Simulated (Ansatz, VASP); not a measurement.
# Two plane-wave programs on Ag

The input INCAR:

```
SYSTEM = Ag
ALGO = Normal
EDIFF = 1E-6
ENCUT = 520
GGA = PS
ISIF = 2
ISMEAR = -1
LASPH = .True.
LCHARG = .True.
LELF = .True.
LREAL = .False.
LVHAR = .True.
LWAVE = .False.
NBANDS = 24
NELM = 60
PREC = Accurate
SIGMA = 0.1
```

File KPOINTS:

```
k-points
0
Gamma
  9 9 13
  0 0 0
```

File POSCAR:

```
Ag
1.0
    4.7363987546      0.0000000000      0.0000000000
   -2.3681993773      4.1018416439      0.0000000000
    0.0000000000      0.0000000000      2.8378813161
Ag
3
Direct
    0.0000000000      1.0000000000      0.0000000000
    0.3333333333      0.6666666667      0.5000000000
    0.6666666667      0.3333333333      0.5000000000
```

Input for Ansatz:

```yaml
crystal:
  lattice:
    - [4.7363987546, 0.0, 0.0]
    - [-2.3681993773, 4.1018416439, 0.0]
    - [0.0, 0.0, 2.8378813161]
  atoms:
    - { symbol: Ag, position: [0.0, 1.0, 0.0] }
    - { symbol: Ag, position: [0.3333333333, 0.6666666667, 0.5] }
    - { symbol: Ag, position: [0.6666666667, 0.3333333333, 0.5] }
hamiltonian:
  xc: pbesol
  pseudopotentials:
    kind: paw
    azcp:
      Ag: "pseudopotentials/Ag.paw.azcp"
basis:
  ecutwfc: 420
  fft_grid_basis: typed
kpoints:
  mp_grid: { grid: [9, 9, 13], shift: [0, 0, 0] }
magnetization:
  spin_polarized: false
scf:
  occupations: { method: fermi_dirac, width: 0.1 }
  lower_state_search: "off"
output:
  stress: true
```

Alike in both runs: task single point; functional PBEsol; k mesh 9 × 9 × 13; occupations fermi-dirac, width 0.1 eV; no spin polarisation.

|  | VASP | Ansatz |
| --- | --- | --- |
| version | VASP 6.6.1 | Ansatz 0.2.0 |
| potentials or method | VASP PAW PBE potentials, release 64 (Ag), cutoff 520 eV | plane waves (420 eV) with PAW, scalar-relativistic |
| valence electrons in the cell | 33 | 57 |

VASP gave:

```
pressure (GPa)                                                : -7.1
traceless stress, the component that is largest in VASP (GPa) : -0.11
```

Problem. What did Ansatz give for the same quantities?

Solution. Pressure (GPa): -6.9; traceless stress, the component that is largest in VASP (GPa): -0.11.

VASP's potentials were made for PBE, not for PBEsol, and Ansatz warns of the same on its side. VASP's potentials hold 33 valence electrons a cell and Ansatz's 57, so a difference there can come from the potentials and not from the codes.
